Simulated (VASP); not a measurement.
Here is a VASP 6.6.1 calculation.

The input POSCAR:

```
HfC
1.0
    0.0000000000      2.3082626233      2.3082626233
    2.3082626233      0.0000000000      2.3082626233
    2.3082626233      2.3082626233      0.0000000000
Hf C
1 1
Direct
    0.5000000000      0.5000000000      0.5000000000
    0.0000000000      0.0000000000      0.0000000000
```

The input INCAR.step1:

```
SYSTEM = HfC
ALGO = Normal
EDIFF = 1E-5
ENCUT = 520
GGA = PE
ISIF = 2
ISMEAR = -1
LASPH = .TRUE.
LCHARG = .FALSE.
LREAL = .FALSE.
LWAVE = .TRUE.
NBANDS = 14
NELM = 60
PREC = Accurate
SIGMA = 0.05
```

File INCAR.step2:

```
SYSTEM = HfC
AEXX = 0.25
ALGO = Normal
EDIFF = 1E-6
ENCUT = 520
GGA = PS
HFSCREEN = 0.207
ISIF = 2
ISMEAR = -1
ISTART = 1
LASPH = .TRUE.
LCHARG = .FALSE.
LHFCALC = .TRUE.
LREAL = .FALSE.
LWAVE = .FALSE.
NBANDS = 14
NELM = 60
PREC = Accurate
PRECFOCK = Normal
SIGMA = 0.05
```

KPOINTS

```
k-points
0
G
  5 5 5
  0 0 0
```

Potentials or basis: VASP PAW PBE potentials, release 64 (Hf_pv, C).

Command:

```sh
$ cat potpaw_PBE.64/Hf_pv/POTCAR potpaw_PBE.64/C/POTCAR > POTCAR
$ cp INCAR.step1 INCAR
$ mpirun -np 1 vasp_std > vasp.out
$ cp INCAR.step2 INCAR
$ mpirun -np 1 vasp_std > vasp.out
```

Problem. Estimate the band gap on the k mesh.

Solution. Zero (bands 7 and 8 overlap by 1.48 eV).

Problem. What does it give for the pressure?

Solution. -2.9 GPa.

Caveat: the k points lie up to 0.47 Å⁻¹ apart, too coarse for converged energies and pressures of a metal; the PAW data sets were made with another functional, which shifts forces and pressure a little; spin-orbit coupling is left out, which moves the levels of the heavy elements.
